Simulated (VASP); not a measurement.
# BP (F-43m) in VASP: notebook

The runs below take BP through single point, with PBE, LDA, r2SCAN.

Program: VASP 6.6.1. These are calculated values, not measurements. Logs are shortened: lines on timing, memory, paths and dates and some standing lists are left out, and cuts for length are marked.

## (1) The cell of the first run

Symmetry: F-43m, No. 216, cubic system. The conventional cell has a = 4.537 Å, b = 4.537 Å, c = 4.537 Å, α = 90.00°, β = 90.00°, γ = 90.00°. B (site symmetry -43m) has 4 P at 1.96 Å within 2.6 Å. P (site symmetry -43m) has 4 B at 1.96 Å within 2.6 Å.

## (2) Single point, PBE

The input, INCAR:

```
PREC = Accurate
ENCUT = 520
EDIFF = 1E-6
ISMEAR = 0
SIGMA = 0.01
LREAL = False
LASPH = True
NELM = 60
ALGO = Normal
ISIF = 2
LWAVE = False
LCHARG = True
GGA = PE
LELF = True
LVHAR = True
NBANDS = 11
```

The input, KPOINTS:

```
regular mesh
0
Gamma
  6 6 6
```

The input, POSCAR:

```
BP
1.0
    0.0000000000      2.2683156780      2.2683156780
    2.2683156780      0.0000000000      2.2683156780
    2.2683156780      2.2683156780      0.0000000000
B P
1 1
Direct
    0.0000000000      0.0000000000      0.0000000000
    0.2500000000      0.2500000000      0.2500000000
```

Potentials or basis: VASP PAW PBE potentials, release 64 (B, P).

On the command line:

```sh
$ cat potpaw_PBE.64/B/POTCAR potpaw_PBE.64/P/POTCAR > POTCAR
$ mpirun -np 1 vasp_std > vasp.out
```

OUTCAR:

```text
PREC = Accurate
   ENCUT = 520
   EDIFF = 1E-6
   ISMEAR = 0
   LREAL = False
   LASPH = True
   NELM = 60
   ISIF = 2
   GGA = PE

 ion  position               nearest neighbor table
   1  0.000  0.000  0.000-   2 1.96   2 1.96   2 1.96   2 1.96
   2  0.250  0.250  0.250-   1 1.96   1 1.96   1 1.96   1 1.96

  LATTYP: Found a face centered cubic cell.
 ALAT       =     4.5366313560

  Lattice vectors:

 A1 = (   0.0000000000,   2.2683156780,   2.2683156780)
 A2 = (   2.2683156780,   0.0000000000,   2.2683156780)
 A3 = (   2.2683156780,   2.2683156780,   0.0000000000)

Analysis of symmetry for initial positions (statically):
=====================================================================
 Subroutine PRICEL returns:
 Original cell was already a primitive cell.

 Routine SETGRP: Setting up the symmetry group for a
 face centered cubic supercell.

 Subroutine GETGRP returns: Found 24 space group operations
 (whereof 24 operations were pure point group operations)
 out of a pool of 48 trial point group operations.

The static configuration has the point symmetry T_d .

Analysis of symmetry for dynamics (positions and initial velocities):
=====================================================================
 Subroutine PRICEL returns:
 Original cell was already a primitive cell.

 Routine SETGRP: Setting up the symmetry group for a
 face centered cubic supercell.

 Subroutine GETGRP returns: Found 24 space group operations
 (whereof 24 operations were pure point group operations)
 out of a pool of 48 trial point group operations.

The dynamic configuration has the point symmetry T_d .

 Subroutine INISYM returns: Found 24 space group operations
 (whereof 24 operations are pure point group operations),
 and found     1 'primitive' translations

----------------------------------------------------------------------------------------

                                     Primitive cell

  volume of cell :      23.3421

  direct lattice vectors                    reciprocal lattice vectors
     0.000000000  2.268315678  2.268315678    -0.220427873  0.220427873  0.220427873
     2.268315678  0.000000000  2.268315678     0.220427873 -0.220427873  0.220427873
     2.268315678  2.268315678  0.000000000     0.220427873  0.220427873 -0.220427873

  length of vectors
     3.207882796  3.207882796  3.207882796     0.381792275  0.381792275  0.381792275

  position of ions in fractional coordinates (direct lattice)
     0.000000000  0.000000000  0.000000000
     0.250000000  0.250000000  0.250000000

  ion indices of the primitive-cell ions
   primitive index   ion index
                 1           1
                 2           2

----------------------------------------------------------------------------------------

 KPOINTS: regular mesh

Automatic generation of k-mesh.
 Grid dimensions read from file:
 generate k-points for:    6    6    6

 Generating k-lattice:

  Cartesian coordinates                     Fractional coordinates (reciprocal lattice)
    -0.036737979  0.036737979  0.036737979     0.166666667  0.000000000  0.000000000
     0.036737979 -0.036737979  0.036737979     0.000000000  0.166666667  0.000000000
     0.036737979  0.036737979 -0.036737979     0.000000000  0.000000000  0.166666667

  Length of vectors
     0.063632046  0.063632046  0.063632046

  Shift w.r.t. Gamma in fractional coordinates (k-lattice)
     0.000000000  0.000000000  0.000000000

 Subroutine IBZKPT returns following result:
 ===========================================

 Found     16 irreducible k-points:

 Following reciprocal coordinates:
            Coordinates               Weight
  0.000000  0.000000  0.000000      1.000000
  0.166667  0.000000  0.000000      8.000000
  0.333333  0.000000  0.000000      8.000000
  0.500000  0.000000  0.000000      4.000000
  0.166667  0.166667  0.000000      6.000000
  0.333333  0.166667  0.000000     24.000000
[... 8 lines left out ...]
 -0.333333  0.333333  0.166667     24.000000
 -0.333333  0.500000  0.166667     12.000000
   k-points           NKPTS =     16   k-points in BZ     NKDIM =     16   number of bands    NBANDS=     11
   number of dos      NEDOS =    301   number of ions     NIONS =      2
   total plane-waves  NPLWV =  13824
   dimension x,y,z NGX =    24 NGY =   24 NGZ =   24
   dimension x,y,z NGXF=    48 NGYF=   48 NGZF=   48
   ions per type =               1   1
   NGX,Y,Z   is equivalent  to a cutoff of  12.44, 12.44, 12.44 a.u.
   NGXF,Y,Z  is equivalent  to a cutoff of  24.88, 24.88, 24.88 a.u.
 SYSTEM =  unknown system
   PREC   = accura    normal or accurate (medium, high low for compatibility)
   ISTART =      0    job   : 0-new  1-cont  2-samecut
   ICHARG =      2    charge: 1-file 2-atom 10-const
   ISPIN  =      1    spin polarized calculation?
   LNONCOLLINEAR =      F non collinear calculations
   LSORBIT =      F    spin-orbit coupling
   LASPH  =      T    aspherical Exc in radial PAW
   ENCUT  =  520.0 eV  38.22 Ry    6.18 a.u.   5.96  5.96  5.96*2*pi/ulx,y,z
   NELM   =     60;   NELMIN=  2; NELMDL= -5     # of ELM steps
   EDIFF  = 0.1E-05   stopping-criterion for ELM
   LREAL  =      F    real-space projection
   EDIFFG = 0.1E-04   stopping-criterion for IOM
   NSW    =      0    number of steps for IOM
   IBRION =     -1    ionic relax: 0-MD 1-quasi-New 2-CG
   NFREE  =      0    steps in history (QN), initial steepest desc. (CG)
   ISIF   =      2    stress and relaxation
   ISYM   =      2    0-nonsym 1-usesym 2-fastsym
   POTIM  = 0.5000    time-step for ionic-motion
   TEBEG  =    0.0;   TEEND  =   0.0 temperature during run
   PSTRESS=    0.0 pullay stress
   NELECT =       8.0000    total number of electrons
   NUPDOWN=      -1.0000    fix difference up-down
   EMIN   =  10.00;   EMAX   =-10.00  energy-range for DOS
   EFERMI =   0.00;   METHOD = LEGACY
   ISMEAR =     0;   SIGMA  =   0.01  broadening in eV -4-tet -1-fermi 0-gaus
   EFERMI_NEDOS =   21; number of points for ismear=-14 and -15
   IALGO  =     38    algorithm
   IMIX   =      4    mixing-type and parameters
     AMIX     =   0.40;   BMIX     =  1.00
     AMIX_MAG =   1.60;   BMIX_MAG =  1.00
  volume/ion in A,a.u.               =      11.67        78.76
  Fermi-wavevector in a.u.,A,eV,Ry     =   1.145666  2.164995 17.858333  1.312550
  Thomas-Fermi vector in A             =   2.282353
   LORBIT       =      0    0 simple, 1 ext, 2 COOP (PROOUT), +10 PAW based schemes
   GGA     = PE    functional components
   LHFCALC =     F    Hartree Fock is set to
   AEXX    =    0.0000 exact exchange contribution
   IVDW    =     0    specifies the selected vdW correction
   LEPSILON=     F    determine dielectric tensor
   LRPA    =     F    only Hartree local field effects (RPA)
 non-spin polarized calculation
 Gauss-broadening in eV      SIGMA  =   0.01
  energy-cutoff  :      520.00
  volume of cell :       23.34
 maximum number of plane-waves:       636
   NGX = 11   NGY = 11   NGZ = 11

 number of electron       8.0000000 magnetization

 Free energy of the ion-electron system (eV)
  ---------------------------------------------------
  ext. energy  EPLUGINS =         0.00000000
  ---------------------------------------------------
  free energy    TOTEN  =       -12.91318164 eV

  energy without entropy =      -12.91318164  energy(sigma->0) =      -12.91318164

 E-fermi :   7.5761     XC(G=0): -10.9082

 val. band max:        7.4497407651   @ k =   0.0000   0.0000   0.0000
 cond. band min:       8.7769160341   @ k =   0.5000   0.5000   0.0000
 fundamental gap:      1.3271752691
 Fermi energy:         7.5761127140

 k-point     1 :       0.0000    0.0000    0.0000
  band No.  band energies     occupation
      1      -8.0209      2.00000
      2       7.4497      2.00000
      3       7.4497      2.00000
      4       7.4497      2.00000
      5      10.8490      0.00000
      6      10.8490      0.00000
      7      10.8490      0.00000
      8      14.8380      0.00000
      9      18.9669      0.00000
     10      19.5771      0.00000
     11      19.5771      0.00000

 k-point     2 :       0.1667    0.0000    0.0000
  band No.  band energies     occupation
      1      -7.5227      2.00000
      2       4.6104      2.00000
      3       6.7837      2.00000
      4       6.7837      2.00000
      5      11.4726      0.00000
      6      11.7553      0.00000
      7      11.7553      0.00000
      8      16.1222      0.00000
      9      18.3891      0.00000
     10      18.3891      0.00000
     11      20.2076      0.00000

 k-point     3 :       0.3333    0.0000    0.0000
  band No.  band energies     occupation
      1      -6.1044      2.00000
      2       0.7128      2.00000
      3       5.9798      2.00000
      4       5.9798      2.00000
      5      11.3518      0.00000
      6      12.3067      0.00000
      7      12.3067      0.00000
      8      17.5614      0.00000
      9      19.3413      0.00000
     10      19.3413      0.00000
     11      20.8858      0.00000

 k-point     4 :       0.5000    0.0000    0.0000
  band No.  band energies     occupation
      1      -4.6933      2.00000
      2      -1.5923      2.00000
      3       5.6903      2.00000
      4       5.6903      2.00000
      5      11.2353      0.00000
      6      12.1607      0.00000
      7      12.1607      0.00000
      8      17.5775      0.00000
      9      22.0787      0.00000
     10      22.0787      0.00000
     11      22.2874      0.00000
[... 127 lines left out ...]
 k-point    14 :       0.5000    0.3333    0.1667
  band No.  band energies     occupation
      1      -4.8804      2.00000
      2       0.9196      2.00000
      3       2.4380      2.00000
      4       4.1817      2.00000
      5      11.4563      0.00000
      6      12.9894      0.00000
      7      13.9261      0.00000
      8      16.9715      0.00000
      9      20.1721      0.00000
     10      21.0216      0.00000
     11      25.1673      0.00000

 k-point    15 :      -0.3333    0.3333    0.1667
  band No.  band energies     occupation
      1      -3.5757      2.00000
      2      -0.6731      2.00000
      3       1.9431      2.00000
      4       3.4695      2.00000
      5      11.9617      0.00000
      6      13.1571      0.00000
      7      16.0622      0.00000
      8      16.6206      0.00000
      9      17.9453      0.00000
     10      22.2850      0.00000
     11      25.0111      0.00000

 k-point    16 :      -0.3333    0.5000    0.1667
  band No.  band energies     occupation
      1      -2.9614      2.00000
      2      -0.7793      2.00000
      3       2.1427      2.00000
      4       2.2663      2.00000
      5      11.2802      0.00000
      6      11.8993      0.00000
      7      16.5807      0.00000
      8      17.2357      0.00000
      9      20.3986      0.00000
     10      23.6540      0.00000
     11      23.9374      0.00000

------------------------ aborting loop because EDIFF is reached ----------------------------------------

  FORCE on cell =-STRESS in cart. coord.  units (eV):
  Direction    XX          YY          ZZ          XY          YZ          ZX
  --------------------------------------------------------------------------------------
  -------------------------------------------------------------------------------------
  Total        0.1716772      0.1716772      0.1716772      0.0000000     -0.0000000      0.0000000
  in kB       11.7837311     11.7837311     11.7837311      0.0000000     -0.0000000      0.0000000
  external PRESSURE =      11.7837311 kB  Pullay stress =       0.0000000 kB

 VOLUME and BASIS-vectors are now :
 -----------------------------------------------------------------------------
  energy-cutoff  :      520.00
  volume of cell :       23.34
      direct lattice vectors                 reciprocal lattice vectors
     0.000000000  2.268315678  2.268315678    -0.220427873  0.220427873  0.220427873
     2.268315678  0.000000000  2.268315678     0.220427873 -0.220427873  0.220427873
     2.268315678  2.268315678  0.000000000     0.220427873  0.220427873 -0.220427873

 POSITION                                       TOTAL-FORCE (eV/Angst)
 -----------------------------------------------------------------------------------
      0.00000      0.00000      0.00000        -0.000000      0.000000      0.000000
      1.13416      1.13416      1.13416         0.000000     -0.000000     -0.000000
 -----------------------------------------------------------------------------------
    total drift:                                0.000000      0.000000      0.000000

  FREE ENERGIE OF THE ION-ELECTRON SYSTEM (eV)
  ---------------------------------------------------
  free  energy   TOTEN  =       -12.9131816387 eV

  energy  without entropy=      -12.9131816387  energy(sigma->0) =      -12.91318164
```

It took 2.9 s on 1 thread of Intel Xeon Platinum 8488C (Sapphire Rapids), shared host; peak memory 0.13 GiB.

What came out:

- Free energy: -12.9132 eV
- Pressure: 1.2 GPa
- Band gap on the k mesh: 1.33 eV, indirect (least direct gap 3.40 eV)

A k mesh can miss the band edges. A hybrid or GW would open this gap; PBE tends to underestimate it.

## (3) Single point, LDA

The input, INCAR:

```
PREC = Accurate
ENCUT = 520
EDIFF = 1E-6
ISMEAR = 0
SIGMA = 0.01
LREAL = F
LASPH = T
NELM = 60
ALGO = Normal
ISIF = 2
LWAVE = F
LCHARG = F
GGA = CA
NBANDS = 11
```

KPOINTS is that of step 2.

POSCAR is that of step 2.

Potentials or basis: VASP PAW LDA potentials, release 64 (B, P).

On the command line:

```sh
$ cat potpaw_LDA.64/B/POTCAR potpaw_LDA.64/P/POTCAR > POTCAR
$ mpirun -np 1 vasp_std > vasp.out
```

Wall time 2.1 s (1 thread of Intel Xeon Platinum 8488C (Sapphire Rapids), shared host); peak memory 0.12 GiB.

It converged, with:

| Quantity | Value |
| --- | --- |
| Free energy | -14.3704 eV |
| Pressure | -5.1 GPa |
| Band gap on the k mesh | 1.29 eV, indirect (least direct gap 3.38 eV) |

Levels at points of the mesh, in eV from the valence-band top:
```
           k point  band 2  band 3  band 4  band 5  band 6  band 7
(0.00, 0.00, 0.00)    0.00    0.00    0.00    3.38    3.38    3.38
(0.50, 0.00, 0.00)   -9.02   -1.75   -1.75    3.78    4.68    4.68
(0.50, 0.50, 0.00)   -8.49   -4.11   -4.11    1.29    1.55   12.01
```

A k mesh can miss the band edges. Expect the measured gap to be larger: semilocal functionals such as LDA lack the derivative discontinuity.

## (4) Single point, PBE

The input, INCAR:

```
SYSTEM = BP
PREC = Accurate
ENCUT = 520
EDIFF = 1E-6
ISMEAR = 0
SIGMA = 0.01
LREAL = .False.
LASPH = .True.
NELM = 80
ALGO = Normal
ISIF = 2
LWAVE = .False.
LCHARG = .False.
GGA = PE
NBANDS = 11
```

The input, KPOINTS:

```
regular mesh
0
Gamma
  6 6 6
  0 0 0
```

POSCAR is that of step 3.

Potentials or basis: VASP PAW PBE potentials, release 64 (B, P).

On the command line:

```sh
$ cat potpaw_PBE.64/B/POTCAR potpaw_PBE.64/P/POTCAR > POTCAR
$ mpirun -np 1 vasp_std > vasp.out
```

Run time: 3.3 s. Hardware: 1 thread of Intel Xeon Platinum 8488C (Sapphire Rapids), shared host; peak memory 0.13 GiB.

Results (log left out):

| Property | Result |
| --- | --- |
| Free energy | -12.9132 eV |
| Pressure | 1.2 GPa |
| Band gap on the k mesh | 1.33 eV, indirect (least direct gap 3.40 eV) |

Levels at points of the mesh, in eV from the valence-band top:
```
           k point  band 1  band 2  band 3  band 4  band 5  band 6  band 7  band 8  band 9
(0.00, 0.00, 0.00)  -15.47    0.00    0.00    0.00    3.40    3.40    3.40    7.39   11.52
(0.50, 0.00, 0.00)  -12.14   -9.04   -1.76   -1.76    3.79    4.71    4.71   10.13   14.63
(0.50, 0.50, 0.00)  -10.61   -8.59   -4.12   -4.12    1.33    1.66   12.13   12.13   15.24
```

## (5) Single point, PBE

The input, INCAR:

```
SYSTEM = BP
PREC = Accurate
ENCUT = 520
EDIFF = 1E-6
ISMEAR = 0
SIGMA = 0.01
LREAL = .False.
LASPH = .True.
NELM = 60
ALGO = Normal
ISIF = 2
LWAVE = .False.
LCHARG = .True.
GGA = PE
LELF = .True.
LVHAR = .True.
NBANDS = 11
```

The input, KPOINTS:

```
regular mesh
0
Gamma
  8 8 8
  0 0 0
```

POSCAR is that of step 4.

On the command line:

```sh
$ cat potpaw_PBE.64/B/POTCAR potpaw_PBE.64/P/POTCAR > POTCAR
$ mpirun -np 1 vasp_std > vasp.out
```

Run time: 3.8 s. Hardware: 1 thread of Intel Xeon Platinum 8488C (Sapphire Rapids), shared host; peak memory 0.13 GiB.

Results (log left out):

```yaml
Free_energy: -12.9285 eV
Pressure: 1.1 GPa
Band_gap_on_the_k_mesh: 1.27 eV, indirect (least direct gap 3.40 eV)
```

Levels at points of the mesh, in eV from the valence-band top:
```tsv
k point	band 2	band 3	band 4	band 5	band 6	band 7
(0.00, 0.00, 0.00)	0.00	0.00	0.00	3.40	3.40	3.40
(0.50, 0.00, 0.00)	-9.04	-1.76	-1.76	3.79	4.71	4.71
(0.50, 0.50, 0.00)	-8.59	-4.12	-4.12	1.33	1.66	12.13
```

## (6) Single point, r2SCAN

POSCAR is that of step 5.

The input, INCAR.step1:

```
PREC     = Accurate       # precision mode
ENCUT    = 520            # plane-wave cutoff, eV
ISMEAR   = 0              # smearing method
SIGMA    = 0.01           # smearing width, eV
LREAL    = F              # projectors in reciprocal space
LASPH    = T              # aspherical terms in the spheres
NELM     = 80             # most SCF steps
NBANDS   = 11             # bands
GGA      = PE             # functional
ALGO     = Normal         # electronic algorithm
EDIFF    = 1E-4           # SCF threshold, eV
LWAVE    = T              # write WAVECAR
LCHARG   = F              # write CHGCAR
```

The input, INCAR.step2:

```
PREC     = Accurate       # precision mode
ENCUT    = 520            # plane-wave cutoff, eV
EDIFF    = 1E-7           # SCF threshold, eV
ISMEAR   = 0              # smearing method
SIGMA    = 0.01           # smearing width, eV
LREAL    = F              # projectors in reciprocal space
LASPH    = T              # aspherical terms in the spheres
NELM     = 80             # most SCF steps
ALGO     = Normal         # electronic algorithm
ISIF     = 2              # what is computed and relaxed
LWAVE    = F              # write WAVECAR
LCHARG   = F              # write CHGCAR
METAGGA  = R2SCAN         # meta-GGA
LMIXTAU  = T            
NBANDS   = 11             # bands
ISTART   = 1
```

The input, KPOINTS:

```
Automatic mesh
0
Gamma
  6 6 6
```

Potentials or basis: VASP PAW PBE potentials, release 64 (B, P).

On the command line:

```sh
$ cat potpaw_PBE.64/B/POTCAR potpaw_PBE.64/P/POTCAR > POTCAR
$ cp INCAR.step1 INCAR
$ mpirun -np 1 vasp_std > vasp.out
$ cp INCAR.step2 INCAR
$ mpirun -np 1 vasp_std > vasp.out
```

Run time: 11 s. Hardware: 1 thread of Intel Xeon Platinum 8488C (Sapphire Rapids), shared host; peak memory 0.13 GiB.

It converged, with:

* Free energy: -17.2945 eV
* Pressure: -0.4 GPa
* Band gap on the k mesh: 1.54 eV, indirect (least direct gap 3.64 eV)

Levels at points of the mesh, in eV from the valence-band top:
| k point | band 1 | band 2 | band 3 | band 4 | band 5 | band 6 | band 7 | band 8 | band 9 |
| --- | --- | --- | --- | --- | --- | --- | --- | --- | --- |
| (0.00, 0.00, 0.00) | -16.27 | 0.00 | 0.00 | 0.00 | 3.64 | 3.64 | 3.64 | 8.03 | 12.41 |
| (0.50, 0.00, 0.00) | -12.77 | -9.51 | -1.87 | -1.87 | 4.14 | 5.03 | 5.03 | 10.92 | 15.49 |
| (0.50, 0.50, 0.00) | -11.10 | -9.13 | -4.35 | -4.35 | 1.54 | 1.91 | 13.07 | 13.07 | 16.41 |

Caveat: the PAW data sets were made with another functional, which shifts forces and pressure a little. A k mesh can miss the band edges.

## (7) Summary

| level | potentials or basis | k mesh | gap on the mesh (eV) | pressure (GPa) |
| --- | --- | --- | --- | --- |
| PBE | VASP PAW PBE potentials, release 64 (B, P) | 6 × 6 × 6 | 1.33 | 1.2 |
| LDA | VASP PAW LDA potentials, release 64 (B, P) | 6 × 6 × 6 | 1.29 | -5.1 |
| PBE | VASP PAW PBE potentials, release 64 (B, P) | 8 × 8 × 8 | 1.27 | 1.1 |
| r2SCAN | VASP PAW PBE potentials, release 64 (B, P) | 6 × 6 × 6 | 1.54 | -0.4 |

Alike in all rows: task single point; no spin polarisation; cell as given; cutoff (eV) 520; smearing gaussian 0.01 eV.

Caveats: the PAW data sets were made with another functional, which shifts forces and pressure a little (some runs).

Absolute energies hang on the potentials; compare differences alone.
